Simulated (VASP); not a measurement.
# GaB4 (P-1) in VASP: single point with PBE

Aim: the single point of GaB4 with PBE.

Program: VASP 6.6.1. These are calculated values, not measurements. Logs are shortened: lines on timing, memory, paths and dates and some standing lists are left out, and cuts for length are marked.

## 1. The cell of the first run

The typed cell holds 5 atoms: a = 3.100 Å, b = 3.301 Å, c = 4.380 Å, α = 78.28°, β = 71.94°, γ = 81.40°.

The cell was generated, and may not be a known phase.

## 2. Single point, PBE

File INCAR:

```
SYSTEM = GaB4
PREC = Accurate
ENCUT = 520
EDIFF = 1E-6
ISMEAR = 0
SIGMA = 0.1
LREAL = .FALSE.
LASPH = .TRUE.
NELM = 80
ALGO = Fast
ISIF = 2
LWAVE = .FALSE.
LCHARG = .TRUE.
GGA = PE
LELF = .TRUE.
LVHAR = .TRUE.
NBANDS = 20
```

File KPOINTS:

```
regular mesh
0
G
  12 12 10
  0 0 0
```

File POSCAR:

```
GaB4
1.0
    3.0998147361      0.0036927673      0.0051078906
    0.4897655856      3.2645350372     -0.0049204593
    1.3501999770      0.7031368184      4.1074058960
Ga B
1 4
Direct
    0.0000000000      0.0000000000      0.5000000000
    0.4718410030      0.4587550474      0.7149599581
    0.0991801594      0.7086218860      0.0586973563
    0.9008198406      0.2913781140      0.9413026437
    0.5281589970      0.5412449526      0.2850400419
```

Potentials or basis: VASP PAW PBE potentials, release 64 (Ga_d, B).

Command:

```sh
cat potpaw_PBE.64/Ga_d/POTCAR potpaw_PBE.64/B/POTCAR > POTCAR
mpirun -np 1 vasp_std > vasp.out
```

OUTCAR:

```text
SYSTEM = GaB4
   PREC = Accurate
   ENCUT = 520
   EDIFF = 1E-6
   ISMEAR = 0
   LREAL = .FALSE.
   LASPH = .TRUE.
   NELM = 80
   ISIF = 2
   GGA = PE

 ion  position               nearest neighbor table
   1  0.000  0.000  0.500-   5 2.18   2 2.18   4 2.25   3 2.25   2 2.37   5 2.37   5 2.45   2 2.45
                             4 2.54   3 2.54
   2  0.472  0.459  0.715-   5 1.80   4 1.84   3 1.85   4 1.85   1 2.18   1 2.37   1 2.45
   3  0.099  0.709  0.059-   4 1.81   5 1.84   2 1.85   5 1.85   4 1.95   1 2.25   1 2.54
   4  0.901  0.291  0.941-   3 1.81   2 1.84   5 1.85   2 1.85   3 1.95   1 2.25   1 2.54
   5  0.528  0.541  0.285-   2 1.80   3 1.84   4 1.85   3 1.85   1 2.18   1 2.37   1 2.45

  LATTYP: Found a triclinic cell.
 ALAT       =     3.3010730905
 B/A-ratio  =     1.2652815802
 C/A-ratio  =     2.2879973362
 COS(alpha) =     0.0004986864
 COS(beta)  =     0.6162151109
 COS(gamma) =     0.6793554594

  Lattice vectors:

 A1 = (   0.4897655856,   3.2645350372,  -0.0049204593)
 A2 = (  -2.6100491505,   3.2608422699,  -0.0100283499)
 A3 = (   4.9397802987,   3.9713646229,   4.1075933273)

Analysis of symmetry for initial positions (statically):
=====================================================================
 Subroutine PRICEL returns:
 Original cell was already a primitive cell.

 Routine SETGRP: Setting up the symmetry group for a
 triclinic supercell.

 Subroutine GETGRP returns: Found  2 space group operations
 (whereof  2 operations were pure point group operations)
 out of a pool of  2 trial point group operations.

The static configuration has the point symmetry S_2 .

Analysis of symmetry for dynamics (positions and initial velocities):
=====================================================================
 Subroutine PRICEL returns:
 Original cell was already a primitive cell.

 Routine SETGRP: Setting up the symmetry group for a
 triclinic supercell.

 Subroutine GETGRP returns: Found  2 space group operations
 (whereof  2 operations were pure point group operations)
 out of a pool of  2 trial point group operations.

The dynamic configuration has the point symmetry S_2 .

 Subroutine INISYM returns: Found  2 space group operations
 (whereof  2 operations are pure point group operations),
 and found     1 'primitive' translations

----------------------------------------------------------------------------------------

                                     Primitive cell

  volume of cell :      41.5472

  direct lattice vectors                    reciprocal lattice vectors
     3.099814736  0.003692767  0.005107891     0.322818954 -0.048578693 -0.097802040
     0.489765586  3.264535037 -0.004920459    -0.000278626  0.306285247 -0.052340635
     1.350199977  0.703136818  4.107405896    -0.000401785  0.000427325  0.243521592

  length of vectors
     3.099821144  3.301073091  4.380436572     0.340789093  0.310725397  0.243522298

  position of ions in fractional coordinates (direct lattice)
     0.000000000  1.000000000  0.500000000
     0.471841003  0.458755047  0.714959958
     0.099180159  0.708621886  0.058697356
     0.900819841  0.291378114  0.941302644
     0.528158997  0.541244953  0.285040042

  ion indices of the primitive-cell ions
   primitive index   ion index
                 1           1
                 2           2
                 3           3
                 4           4
                 5           5

----------------------------------------------------------------------------------------

 KPOINTS: regular mesh

Automatic generation of k-mesh.
 Grid dimensions read from file:
 generate k-points for:   12   12   10

 Generating k-lattice:

  Cartesian coordinates                     Fractional coordinates (reciprocal lattice)
     0.026901580 -0.004048224 -0.008150170     0.083333333  0.000000000  0.000000000
    -0.000023219  0.025523771 -0.004361720     0.000000000  0.083333333  0.000000000
    -0.000040179  0.000042733  0.024352159     0.000000000  0.000000000  0.100000000

  Length of vectors
     0.028399091  0.025893783  0.024352230

  Shift w.r.t. Gamma in fractional coordinates (k-lattice)
     0.000000000  0.000000000  0.000000000

 Subroutine IBZKPT returns following result:
 ===========================================

 Found    724 irreducible k-points:

 Following reciprocal coordinates:
            Coordinates               Weight
  0.000000  0.000000  0.000000      1.000000
  0.083333 -0.000000 -0.000000      2.000000
  0.166667 -0.000000 -0.000000      2.000000
  0.250000 -0.000000 -0.000000      2.000000
  0.333333  0.000000  0.000000      2.000000
  0.416667  0.000000  0.000000      2.000000
[... 16 lines left out ...]
  0.250000  0.166667  0.000000      2.000000
  0.333333  0.166667  0.000000      2.000000
 [... further k-points ...]
   k-points           NKPTS =    724   k-points in BZ     NKDIM =    724   number of bands    NBANDS=     20
   number of dos      NEDOS =    301   number of ions     NIONS =      5
   total plane-waves  NPLWV =  24192
   dimension x,y,z NGX =    24 NGY =   28 NGZ =   36
   dimension x,y,z NGXF=    48 NGYF=   56 NGZF=   72
   ions per type =               1   4
   NGX,Y,Z   is equivalent  to a cutoff of  12.87, 14.10, 13.66 a.u.
   NGXF,Y,Z  is equivalent  to a cutoff of  25.74, 28.20, 27.33 a.u.
 SYSTEM =  GaB4
   PREC   = accura    normal or accurate (medium, high low for compatibility)
   ISTART =      0    job   : 0-new  1-cont  2-samecut
   ICHARG =      2    charge: 1-file 2-atom 10-const
   ISPIN  =      1    spin polarized calculation?
   LNONCOLLINEAR =      F non collinear calculations
   LSORBIT =      F    spin-orbit coupling
   LASPH  =      T    aspherical Exc in radial PAW
   ENCUT  =  520.0 eV  38.22 Ry    6.18 a.u.   5.76  6.14  8.14*2*pi/ulx,y,z
   NELM   =     80;   NELMIN=  2; NELMDL= -5     # of ELM steps
   EDIFF  = 0.1E-05   stopping-criterion for ELM
   LREAL  =      F    real-space projection
   EDIFFG = 0.1E-04   stopping-criterion for IOM
   NSW    =      0    number of steps for IOM
   IBRION =     -1    ionic relax: 0-MD 1-quasi-New 2-CG
   NFREE  =      0    steps in history (QN), initial steepest desc. (CG)
   ISIF   =      2    stress and relaxation
   ISYM   =      2    0-nonsym 1-usesym 2-fastsym
   POTIM  = 0.5000    time-step for ionic-motion
   TEBEG  =    0.0;   TEEND  =   0.0 temperature during run
   PSTRESS=    0.0 pullay stress
   NELECT =      25.0000    total number of electrons
   NUPDOWN=      -1.0000    fix difference up-down
   EMIN   =  10.00;   EMAX   =-10.00  energy-range for DOS
   EFERMI =   0.00;   METHOD = LEGACY
   ISMEAR =     0;   SIGMA  =   0.10  broadening in eV -4-tet -1-fermi 0-gaus
   EFERMI_NEDOS =   21; number of points for ismear=-14 and -15
   IALGO  =     68    algorithm
   IMIX   =      4    mixing-type and parameters
     AMIX     =   0.40;   BMIX     =  1.00
     AMIX_MAG =   1.60;   BMIX_MAG =  1.00
  volume/ion in A,a.u.               =       8.31        56.07
  Fermi-wavevector in a.u.,A,eV,Ry     =   1.382104  2.611799 25.990019  1.910213
  Thomas-Fermi vector in A             =   2.506827
   LORBIT       =      0    0 simple, 1 ext, 2 COOP (PROOUT), +10 PAW based schemes
   GGA     = PE    functional components
   LHFCALC =     F    Hartree Fock is set to
   AEXX    =    0.0000 exact exchange contribution
   IVDW    =     0    specifies the selected vdW correction
   LEPSILON=     F    determine dielectric tensor
   LRPA    =     F    only Hartree local field effects (RPA)
 non-spin polarized calculation
 RMM-DIIS sequential band-by-band and
 Gauss-broadening in eV      SIGMA  =   0.10
  energy-cutoff  :      520.00
  volume of cell :       41.55
 maximum number of plane-waves:      1136
   NGX = 11   NGY = 13   NGZ = 17

 number of electron      24.9999998 magnetization

 Free energy of the ion-electron system (eV)
  ---------------------------------------------------
  ext. energy  EPLUGINS =         0.00000000
  ---------------------------------------------------
  free energy    TOTEN  =       -27.10679860 eV

  energy without entropy =      -27.10285678  energy(sigma->0) =      -27.10482769

 E-fermi :   7.8240     XC(G=0): -12.2833

 val. band max:        7.8201916820   @ k =   0.5000   0.2500   0.5000
 cond. band min:       7.8273316458   @ k =  -0.3333   0.2500   0.3000
 fundamental gap:      0.0071399638
 Fermi energy:         7.8239725947

 k-point     1 :       0.0000    0.0000    0.0000
  band No.  band energies     occupation
      1      -7.9347      2.00000
      2      -7.7389      2.00000
      3      -7.6576      2.00000
      4      -7.6400      2.00000
      5      -7.5388      2.00000
      6      -7.4343      2.00000
[... 12 lines left out ...]
     19      17.4418      0.00000
     20      17.5002      0.00000

 k-point     2 :       0.0833   -0.0000   -0.0000
  band No.  band energies     occupation
      1      -7.8826      2.00000
      2      -7.7336      2.00000
      3      -7.6484      2.00000
      4      -7.6383      2.00000
      5      -7.5456      2.00000
      6      -7.3932      2.00000
[... 12 lines left out ...]
     19      16.7403      0.00000
     20      17.3570      0.00000

 k-point     3 :       0.1667   -0.0000   -0.0000
  band No.  band energies     occupation
      1      -7.7858      2.00000
      2      -7.7244      2.00000
      3      -7.6437      2.00000
      4      -7.6242      2.00000
      5      -7.5622      2.00000
      6      -7.1937      2.00000
[... 12 lines left out ...]
     19      16.0486      0.00000
     20      17.2314      0.00000

 k-point     4 :       0.2500   -0.0000   -0.0000
  band No.  band energies     occupation
      1      -7.7226      2.00000
      2      -7.7191      2.00000
      3      -7.6459      2.00000
      4      -7.6197      2.00000
      5      -7.5745      2.00000
      6      -6.7414      2.00000
[... 429 lines left out ...]
 k-point    23 :       0.2500    0.1667    0.0000
  band No.  band energies     occupation
      1      -7.7496      2.00000
      2      -7.7163      2.00000
      3      -7.6674      2.00000
      4      -7.6145      2.00000
      5      -7.5679      2.00000
      6      -6.4865      2.00000
[... 12 lines left out ...]
     19      15.4810      0.00000
     20      16.6584      0.00000

 k-point    24 :       0.3333    0.1667    0.0000
  band No.  band energies     occupation
      1      -7.7438      2.00000
      2      -7.7219      2.00000
      3      -7.6644      2.00000
      4      -7.6033      2.00000
      5      -7.5651      2.00000
      6      -5.8323      2.00000
[... 12 lines left out ...]
     19      16.4139      0.00000
     20      17.4798      0.00000

 [... further k-points ...]

------------------------ aborting loop because EDIFF is reached ----------------------------------------

  FORCE on cell =-STRESS in cart. coord.  units (eV):
  Direction    XX          YY          ZZ          XY          YZ          ZX
  --------------------------------------------------------------------------------------
  -------------------------------------------------------------------------------------
  Total        0.0317656      0.0272110      0.0347003     -0.0010570     -0.0019784      0.0082716
  in kB        1.2249693      1.0493335      1.3381419     -0.0407615     -0.0762910      0.3189754
  external PRESSURE =       1.2041483 kB  Pullay stress =       0.0000000 kB

 VOLUME and BASIS-vectors are now :
 -----------------------------------------------------------------------------
  energy-cutoff  :      520.00
  volume of cell :       41.55
      direct lattice vectors                 reciprocal lattice vectors
     3.099814736  0.003692767  0.005107891     0.322818954 -0.048578693 -0.097802040
     0.489765586  3.264535037 -0.004920459    -0.000278626  0.306285247 -0.052340635
     1.350199977  0.703136818  4.107405896    -0.000401785  0.000427325  0.243521592

 POSITION                                       TOTAL-FORCE (eV/Angst)
 -----------------------------------------------------------------------------------
      0.67510      0.35157      2.05370        -0.000000      0.000000      0.000000
      2.65264      2.00208      2.93678        -0.001159     -0.002021      0.005240
      0.73375      2.35496      0.23811         0.000027     -0.001783     -0.002367
      4.20603      1.61641      3.86948        -0.000027      0.001783      0.002367
      2.28714      1.96929      1.17081         0.001159      0.002021     -0.005240
 -----------------------------------------------------------------------------------
    total drift:                               -0.000000      0.000000      0.000000

  FREE ENERGIE OF THE ION-ELECTRON SYSTEM (eV)
  ---------------------------------------------------
  free  energy   TOTEN  =       -27.1067986019 eV

  energy  without entropy=      -27.1028567820  energy(sigma->0) =      -27.10482769
```

Wall time 15 min (1 thread of Oxide Virtual Turin-like, shared host); peak memory 0.56 GiB.

What came out:

| Item | Value |
| --- | --- |
| Free energy | -27.1068 eV |
| Pressure | 0.1 GPa |
| Largest force | 0.006 eV/Å |
| Band gap on the k mesh | zero (an odd number of electrons rules out a gap without spin polarisation) |

Forces on the atoms (eV/Å):
```
Ga   0.000  0.000  0.000
B   -0.001 -0.002  0.005
B    0.000 -0.002 -0.002
B    0.000  0.002  0.002
B    0.001  0.002 -0.005
```

Levels at points of the mesh, in eV from the Fermi level:
```tsv
k point	band 9	band 10	band 11	band 12	band 13	band 14	band 15	band 16
(0.00, 0.00, 0.00)	-4.04	-3.80	-2.45	-2.23	1.43	2.16	2.38	3.76
(0.50, 0.00, 0.00)	-6.99	-4.33	-2.71	-0.88	0.55	1.61	2.39	4.08
(0.00, 0.50, 0.00)	-6.06	-3.73	-2.45	-2.30	-1.43	3.02	3.55	5.36
(0.50, 0.50, 0.00)	-7.09	-6.71	-6.41	-2.65	-1.54	0.77	2.09	4.34
(0.00, 0.00, 0.50)	-3.66	-2.53	-1.69	-0.93	-0.55	2.62	2.65	4.71
(0.50, 0.00, 0.50)	-8.47	-3.84	-1.66	-1.45	1.02	2.55	3.68	5.12
(0.00, 0.50, 0.50)	-9.04	-3.41	-1.54	-0.67	2.29	2.42	4.95	5.29
(0.50, 0.50, 0.50)	-6.83	-6.70	-4.92	-3.98	-3.11	-1.17	3.35	6.49
```
